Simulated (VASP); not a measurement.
Here is a VASP 6.6.1 calculation.

The input INCAR:

```
SYSTEM = CoO
PREC = Accurate
ENCUT = 520
EDIFF = 1E-6
ISMEAR = -1
SIGMA = 0.05
LREAL = .False.
LASPH = .True.
NELM = 150
ALGO = Normal
ISIF = 2
LWAVE = .False.
LCHARG = .False.
ISPIN = 2
MAGMOM = 2 0
LORBIT = 11
LMAXMIX = 4
GGA = CA
NBANDS = 18
```

File KPOINTS:

```
Automatic mesh
0
Gamma
  11 11 11
  0 0 0
```

Contents of POSCAR:

```
CoO
1.0
    0.0000000000      2.1315000000      2.1315000000
    2.1315000000      0.0000000000      2.1315000000
    2.1315000000      2.1315000000      0.0000000000
Co O
1 1
Direct
    0.0000000000      0.0000000000      0.0000000000
    0.5000000000      0.5000000000      0.5000000000
```

Potentials or basis: VASP PAW LDA potentials, release 64 (Co, O).

The run is started by

```console
$ cat potpaw_LDA.64/Co/POTCAR potpaw_LDA.64/O/POTCAR > POTCAR
$ mpirun -np 1 vasp_std > vasp.out
```

Task: What does it give for the site moments?

Result: Co +2.41; O +0.29 μB.

Task: Predict the net moment.

Result: 2.76 μB per cell.

Task: What does it give for the pressure?

Result: -20.6 GPa.

Caveat: a cell with one magnetic atom can't hold antiferromagnetic order, which such compounds often take.
